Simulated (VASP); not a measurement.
# AgCl (P-1) in VASP: notebook

AgCl is run at these levels: PBEsol; tasks: single point.

All numbers are computed with VASP 6.6.1; they aren't measurements. Logs are shortened: lines on timing, memory, paths and dates and some standing lists are left out, and cuts for length are marked.

### Step 1. The cell of the first run

The typed cell holds 2 atoms: a = 3.351 Å, b = 3.336 Å, c = 3.356 Å, α = 96.26°, β = 102.54°, γ = 89.66°.

### Step 2. Single point, PBEsol (engineering shear strain xz -0.2200, engineering shear strain yz -0.1100)

INCAR

```
SYSTEM = AgCl
ALGO = Normal ; EDIFF = 1E-6
ENCUT = 520 ; GGA = PS
ISIF = 2 ; ISMEAR = 0
LASPH = .TRUE. ; LCHARG = .FALSE.
LREAL = .FALSE. ; LWAVE = .FALSE.
NBANDS = 16 ; NELM = 60
PREC = Accurate ; SIGMA = 0.05
```

KPOINTS

```
k-points
0
G
  10 10 10
  0 0 0
```

POSCAR

```
AgCl
1.0
    3.3311591989      0.0000000000     -0.3664275119
    0.0000000000      3.3311591989     -0.1832137559
   -0.3664275119     -0.1832137559      3.3311591989
Ag Cl
1 1
Direct
    0.0000000000      0.0000000000      0.0000000000
    0.5000000000      0.5000000000      0.5000000000
```

Potentials or basis: VASP PAW PBE potentials, release 64 (Ag, Cl).

Command:

```
$ cat potpaw_PBE.64/Ag/POTCAR potpaw_PBE.64/Cl/POTCAR > POTCAR
$ mpirun -np 1 vasp_std > vasp.out
```

OUTCAR:

```text
SYSTEM = AgCl
   EDIFF = 1E-6
   ENCUT = 520
   GGA = PS
   ISIF = 2
   ISMEAR = 0
   LASPH = .TRUE.
   LREAL = .FALSE.
   NELM = 60
   PREC = Accurate

 ion  position               nearest neighbor table
   1  0.000  0.000  0.000-   2 2.57   2 2.57   2 2.79   2 2.79   2 3.00   2 3.00
   2  0.500  0.500  0.500-   1 2.57   1 2.57   1 2.79   1 2.79   1 3.00   1 3.00

  LATTYP: Found a triclinic cell.
 ALAT       =     5.2323859040
 B/A-ratio  =     0.6404825973
 C/A-ratio  =     0.6376046863
 COS(alpha) =     0.0060046512
 COS(beta)  =     0.0737708670
 COS(gamma) =     0.7797041874

  Lattice vectors:

 A1 = (  -3.6975867108,  -0.1832137559,   3.6975867108)
 A2 = (  -3.3311591989,   0.0000000000,   0.3664275119)
 A3 = (   0.0000000000,  -3.3311591989,   0.1832137559)

Analysis of symmetry for initial positions (statically):
=====================================================================
 Subroutine PRICEL returns:
 Original cell was already a primitive cell.

 Routine SETGRP: Setting up the symmetry group for a
 triclinic supercell.

 Subroutine GETGRP returns: Found  2 space group operations
 (whereof  2 operations were pure point group operations)
 out of a pool of  2 trial point group operations.

The static configuration has the point symmetry S_2 .

Analysis of symmetry for dynamics (positions and initial velocities):
=====================================================================
 Subroutine PRICEL returns:
 Original cell was already a primitive cell.

 Routine SETGRP: Setting up the symmetry group for a
 triclinic supercell.

 Subroutine GETGRP returns: Found  2 space group operations
 (whereof  2 operations were pure point group operations)
 out of a pool of  2 trial point group operations.

The dynamic configuration has the point symmetry S_2 .

 Subroutine INISYM returns: Found  2 space group operations
 (whereof  2 operations are pure point group operations),
 and found     1 'primitive' translations

----------------------------------------------------------------------------------------

                                     Primitive cell

  volume of cell :      36.4055

  direct lattice vectors                    reciprocal lattice vectors
     3.331159199  0.000000000 -0.366427512     0.303883952  0.001844076  0.033528659
     0.000000000  3.331159199 -0.183213756     0.001844076  0.301117838  0.016764329
    -0.366427512 -0.183213756  3.331159199     0.033528659  0.016764329  0.304805990

  length of vectors
     3.351252114  3.336193773  3.356256547     0.305733590  0.301589780  0.307102435

  position of ions in fractional coordinates (direct lattice)
     0.000000000  0.000000000  0.000000000
     0.500000000  0.500000000  0.500000000

  ion indices of the primitive-cell ions
   primitive index   ion index
                 1           1
                 2           2

----------------------------------------------------------------------------------------

 KPOINTS: k-points

Automatic generation of k-mesh.
 Grid dimensions read from file:
 generate k-points for:   10   10   10

 Generating k-lattice:

  Cartesian coordinates                     Fractional coordinates (reciprocal lattice)
     0.030388395  0.000184408  0.003352866     0.100000000  0.000000000  0.000000000
     0.000184408  0.030111784  0.001676433     0.000000000  0.100000000 -0.000000000
     0.003352866  0.001676433  0.030480599     0.000000000  0.000000000  0.100000000

  Length of vectors
     0.030573359  0.030158978  0.030710243

  Shift w.r.t. Gamma in fractional coordinates (k-lattice)
     0.000000000  0.000000000  0.000000000

 Subroutine IBZKPT returns following result:
 ===========================================

 Found    504 irreducible k-points:

 Following reciprocal coordinates:
            Coordinates               Weight
  0.000000  0.000000  0.000000      1.000000
  0.100000  0.000000  0.000000      2.000000
  0.200000  0.000000  0.000000      2.000000
  0.300000  0.000000 -0.000000      2.000000
  0.400000  0.000000 -0.000000      2.000000
  0.500000  0.000000 -0.000000      1.000000
[... 16 lines left out ...]
 -0.400000  0.200000  0.000000      2.000000
 -0.300000  0.200000  0.000000      2.000000
 [... further k-points ...]
   k-points           NKPTS =    504   k-points in BZ     NKDIM =    504   number of bands    NBANDS=     16
   number of dos      NEDOS =    301   number of ions     NIONS =      2
   total plane-waves  NPLWV =  21952
   dimension x,y,z NGX =    28 NGY =   28 NGZ =   28
   dimension x,y,z NGXF=    56 NGYF=   56 NGZF=   56
   ions per type =               1   1
   NGX,Y,Z   is equivalent  to a cutoff of  13.89, 13.95, 13.87 a.u.
   NGXF,Y,Z  is equivalent  to a cutoff of  27.78, 27.91, 27.74 a.u.
 SYSTEM =  AgCl
   PREC   = accura    normal or accurate (medium, high low for compatibility)
   ISTART =      0    job   : 0-new  1-cont  2-samecut
   ICHARG =      2    charge: 1-file 2-atom 10-const
   ISPIN  =      1    spin polarized calculation?
   LNONCOLLINEAR =      F non collinear calculations
   LSORBIT =      F    spin-orbit coupling
   LASPH  =      T    aspherical Exc in radial PAW
   ENCUT  =  520.0 eV  38.22 Ry    6.18 a.u.   6.23  6.20  6.24*2*pi/ulx,y,z
   NELM   =     60;   NELMIN=  2; NELMDL= -5     # of ELM steps
   EDIFF  = 0.1E-05   stopping-criterion for ELM
   LREAL  =      F    real-space projection
   EDIFFG = 0.1E-04   stopping-criterion for IOM
   NSW    =      0    number of steps for IOM
   IBRION =     -1    ionic relax: 0-MD 1-quasi-New 2-CG
   NFREE  =      0    steps in history (QN), initial steepest desc. (CG)
   ISIF   =      2    stress and relaxation
   ISYM   =      2    0-nonsym 1-usesym 2-fastsym
   POTIM  = 0.5000    time-step for ionic-motion
   TEBEG  =    0.0;   TEEND  =   0.0 temperature during run
   PSTRESS=    0.0 pullay stress
   NELECT =      18.0000    total number of electrons
   NUPDOWN=      -1.0000    fix difference up-down
   EMIN   =  10.00;   EMAX   =-10.00  energy-range for DOS
   EFERMI =   0.00;   METHOD = LEGACY
   ISMEAR =     0;   SIGMA  =   0.05  broadening in eV -4-tet -1-fermi 0-gaus
   EFERMI_NEDOS =   21; number of points for ismear=-14 and -15
   IALGO  =     38    algorithm
   IMIX   =      4    mixing-type and parameters
     AMIX     =   0.40;   BMIX     =  1.00
     AMIX_MAG =   1.60;   BMIX_MAG =  1.00
  volume/ion in A,a.u.               =      18.20       122.84
  Fermi-wavevector in a.u.,A,eV,Ry     =   1.294523  2.446295 22.800519  1.675791
  Thomas-Fermi vector in A             =   2.426101
   LORBIT       =      0    0 simple, 1 ext, 2 COOP (PROOUT), +10 PAW based schemes
   GGA     = PS    functional components
   LHFCALC =     F    Hartree Fock is set to
   AEXX    =    0.0000 exact exchange contribution
   IVDW    =     0    specifies the selected vdW correction
   LEPSILON=     F    determine dielectric tensor
   LRPA    =     F    only Hartree local field effects (RPA)
 non-spin polarized calculation
 Gauss-broadening in eV      SIGMA  =   0.05
  energy-cutoff  :      520.00
  volume of cell :       36.41
 maximum number of plane-waves:       994
 NGX is ok and might be reduce to    28
   NGX = 13   NGY = 13   NGZ = 13

 number of electron      18.0000003 magnetization

 Free energy of the ion-electron system (eV)
  ---------------------------------------------------
  ext. energy  EPLUGINS =         0.00000000
  ---------------------------------------------------
  free energy    TOTEN  =        -5.86341352 eV

  energy without entropy =       -5.86335450  energy(sigma->0) =       -5.86338401

 E-fermi :   5.9729     XC(G=0): -11.1557

 val. band max:        5.9543827951   @ k =   0.0000   0.5000   0.0000
 cond. band min:       5.9865520127   @ k =   0.0000   0.0000   0.0000
 fundamental gap:      0.0321692176
 Fermi energy:         5.9729181653

 k-point     1 :       0.0000    0.0000    0.0000
  band No.  band energies     occupation
      1     -10.2181      2.00000
      2       1.8953      2.00000
      3       2.0217      2.00000
      4       2.6294      2.00000
      5       2.7724      2.00000
      6       2.9802      2.00000
[... 8 lines left out ...]
     15      20.0511      0.00000
     16      21.3242      0.00000

 k-point     2 :       0.1000    0.0000    0.0000
  band No.  band energies     occupation
      1     -10.1630      2.00000
      2       1.7104      2.00000
      3       1.9507      2.00000
      4       2.2216      2.00000
      5       2.7305      2.00000
      6       2.8379      2.00000
[... 8 lines left out ...]
     15      20.4967      0.00000
     16      20.8267      0.00000

 k-point     3 :       0.2000    0.0000    0.0000
  band No.  band energies     occupation
      1     -10.0124      2.00000
      2       0.8960      2.00000
      3       1.6714      2.00000
      4       1.9873      2.00000
      5       2.5808      2.00000
      6       2.8664      2.00000
[... 8 lines left out ...]
     15      19.9059      0.00000
     16      20.7051      0.00000

 k-point     4 :       0.3000    0.0000   -0.0000
  band No.  band energies     occupation
      1      -9.8119      2.00000
      2      -0.0258      2.00000
      3       1.3141      2.00000
      4       1.8766      2.00000
      5       2.5082      2.00000
      6       3.0321      2.00000
[... 8 lines left out ...]
     15      20.3214      0.00000
     16      20.3975      0.00000
[... 324 lines left out ...]
 k-point    22 :       0.5000    0.2000   -0.0000
  band No.  band energies     occupation
      1      -9.4611      2.00000
      2      -0.4914      2.00000
      3       1.0235      2.00000
      4       1.8149      2.00000
      5       2.5954      2.00000
      6       2.8714      2.00000
[... 8 lines left out ...]
     15      19.0192      0.00000
     16      22.2139      0.00000

 k-point    23 :      -0.4000    0.2000    0.0000
  band No.  band energies     occupation
      1      -9.5343      2.00000
      2      -0.2193      2.00000
      3       1.1289      2.00000
      4       1.8576      2.00000
      5       2.5163      2.00000
      6       2.8566      2.00000
[... 8 lines left out ...]
     15      18.8327      0.00000
     16      21.8566      0.00000

 k-point    24 :      -0.3000    0.2000    0.0000
  band No.  band energies     occupation
      1      -9.6889      2.00000
      2       0.3240      2.00000
      3       1.2509      2.00000
      4       1.9525      2.00000
      5       2.5027      2.00000
      6       2.8712      2.00000
[... 8 lines left out ...]
     15      18.9169      0.00000
     16      21.0463      0.00000

 [... further k-points ...]
[... 5 lines left out ...]
  --------------------------------------------------------------------------------------
  -------------------------------------------------------------------------------------
  Total        0.6874321      0.7798992      0.6582398      0.1758891     -0.0545440     -0.0779389
  in kB       30.2533237     34.3227270     28.9685968      7.7407337     -2.4004364     -3.4300289
  external PRESSURE =      31.1815492 kB  Pullay stress =       0.0000000 kB

 VOLUME and BASIS-vectors are now :
 -----------------------------------------------------------------------------
  energy-cutoff  :      520.00
  volume of cell :       36.41
      direct lattice vectors                 reciprocal lattice vectors
     3.331159199  0.000000000 -0.366427512     0.303883952  0.001844076  0.033528659
     0.000000000  3.331159199 -0.183213756     0.001844076  0.301117838  0.016764329
    -0.366427512 -0.183213756  3.331159199     0.033528659  0.016764329  0.304805990

 POSITION                                       TOTAL-FORCE (eV/Angst)
 -----------------------------------------------------------------------------------
      0.00000      0.00000      0.00000        -0.000000      0.000000      0.000000
      1.48237      1.57397      1.39076         0.000000     -0.000000     -0.000000
 -----------------------------------------------------------------------------------
    total drift:                               -0.000000      0.000000      0.000000

  FREE ENERGIE OF THE ION-ELECTRON SYSTEM (eV)
  ---------------------------------------------------
  free  energy   TOTEN  =        -5.8634135215 eV

  energy  without entropy=       -5.8633545027  energy(sigma->0) =       -5.86338401
```

Run time: 1.9 min. Hardware: 1 thread of Intel Xeon 6975P-C (Granite Rapids), shared host; peak memory 0.39 GiB.

What came out:

```
Free energy            : -5.8634 eV
Pressure               : 3.1 GPa
Band gap on the k mesh : 0.03 eV (least direct gap 2.24 eV)
```

Caveat: the cell differs from its parent crystal (engineering shear strain xz -0.2200, engineering shear strain yz -0.1100); the cell stands under pressure; the PAW data sets were made with another functional, which shifts forces and pressure a little. A k mesh can miss the band edges.

### Step 3. Single point, PBEsol (engineering shear strain xz -0.1100, engineering shear strain yz -0.0550)

INCAR

```
  PREC = Accurate
  ENCUT = 520
  EDIFF = 1E-6
  ISMEAR = 0
  SIGMA = 0.05
  LREAL = False
  LASPH = True
  NELM = 100
  ALGO = Normal
  ISIF = 2
  LWAVE = False
  LCHARG = False
  GGA = PS
  NBANDS = 16
```

KPOINTS

```
Automatic mesh
0
Gamma
  10 10 10
```

POSCAR

```
AgCl
1.0
    3.3311591989      0.0000000000     -0.1832137559
    0.0000000000      3.3311591989     -0.0916068780
   -0.1832137559     -0.0916068780      3.3311591989
Ag Cl
1 1
Direct
    0.0000000000      0.0000000000      0.0000000000
    0.5000000000      0.5000000000      0.5000000000
```

Potentials or basis: VASP PAW PBE potentials, release 64 (Ag, Cl).

Command:

```
$ cat potpaw_PBE.64/Ag/POTCAR potpaw_PBE.64/Cl/POTCAR > POTCAR
$ mpirun -np 1 vasp_std > vasp.out
```

Run time: 1.9 min. Hardware: 1 thread of Intel Xeon 6975P-C (Granite Rapids), shared host; peak memory 0.39 GiB.

The run converged. Its results:

| Item | Value |
| --- | --- |
| Free energy | -5.8397 eV |
| Pressure | 0.6 GPa |
| Band gap on the k mesh | 0.15 eV (least direct gap 2.11 eV) |

Stress tensor (GPa, compression positive):
```
 0.58  0.10 -1.03
 0.10  0.63 -0.53
-1.03 -0.53  0.56
```

Levels at points of the mesh, in eV from the valence-band top:
```tsv
k point	band 5	band 6	band 7	band 8	band 9	band 10	band 11	band 12	band 13	band 14
(0.00, 0.00, 0.00)	-2.55	-2.46	-2.37	-2.26	-1.97	0.15	8.83	8.89	12.88	13.73
(0.50, 0.00, 0.00)	-3.25	-2.41	-1.95	-0.58	-0.18	4.30	5.63	8.22	9.44	10.08
(0.00, 0.50, 0.00)	-3.22	-2.46	-1.94	-0.78	0.00	4.38	5.59	8.49	9.32	9.92
(0.50, 0.50, 0.00)	-2.87	-2.78	-2.64	-2.06	-1.57	2.20	8.69	8.89	9.95	13.26
(0.00, 0.00, 0.50)	-3.25	-2.39	-1.96	-0.45	-0.32	4.27	5.65	8.11	9.58	10.05
(0.50, 0.00, 0.50)	-2.84	-2.78	-2.70	-2.08	-1.56	2.28	8.17	9.41	10.09	13.03
(0.00, 0.50, 0.50)	-2.87	-2.78	-2.66	-2.06	-1.57	2.22	8.47	9.12	9.99	13.13
(0.50, 0.50, 0.50)	-2.06	-2.04	-0.86	-0.58	-0.23	3.40	3.95	4.57	6.89	16.96
```

Caveat: the cell differs from its parent crystal (engineering shear strain xz -0.1100, engineering shear strain yz -0.0550); the PAW data sets were made with another functional, which shifts forces and pressure a little.
